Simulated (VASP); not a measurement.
The system is NbI7.

```
CELL_PARAMETERS angstrom
-4.40782 4.40782 4.40782
4.40782 -4.40782 4.40782
4.40782 4.40782 -4.40782
ATOMIC_POSITIONS crystal
Nb 0.00000 0.00000 0.00000
I 0.00000 0.50000 0.50000
I 0.50000 0.50000 0.00000
I 0.50000 0.00000 0.50000
I 0.00000 0.00000 0.50000
I 0.00000 0.50000 0.00000
I 0.50000 0.00000 0.00000
I 0.50000 0.50000 0.50000
```

The cell was built from a structure type or drawn by symmetry, and may not be a known phase.

```yaml
Program: VASP 6.6.1
Task: relaxation of cell and atoms
Functional: PBE
Potentials_or_basis: VASP PAW PBE potentials, release 64 (Nb_sv, I)
Cutoff: 600 eV
k_mesh: 4 × 4 × 4
Occupations: gaussian, width 0.1 eV
Spin: no spin polarisation
```

At the start: pressure -4.4 GPa; volume 42.82 Å³/atom.

Question: Where does the relaxation end?

Answer: Over 4 steps the energy falls by 197.3 meV/atom and the volume is 32.15 Å³/atom (-24.9 %); space group Im-3m (No. 229, to 0.1 Å) before and after.

The path:
```
step  energy change (eV)  largest force (eV/Å)  pressure (GPa)  volume (Å³)
   1              0.0000                0.0000           -4.39       342.56
   2             -1.2971                0.0000           -2.71       287.60
   3             -1.5746                0.0000           -0.41       261.19
   4             -1.5788                0.0000            0.08       257.18
```

Final structure:
```xyz
8
Lattice="-4.0061 4.0061 4.0061 4.0061 -4.0061 4.0061 4.0061 4.0061 -4.0061" Properties=species:S:1:pos:R:3 pbc="T T T"
Nb    4.0061    4.0061    4.0061
I     0.0000    4.0061    4.0061
I     4.0061    4.0061    0.0000
I     0.0000    4.0061    0.0000
I    -2.0031    6.0092    2.0031
I     2.0031   -2.0031    2.0031
I     2.0031    6.0092   -2.0031
I     2.0031    2.0031    2.0031
```

Caveat: the volume moved by over 15 % at a fixed basis, so the end points are rough.
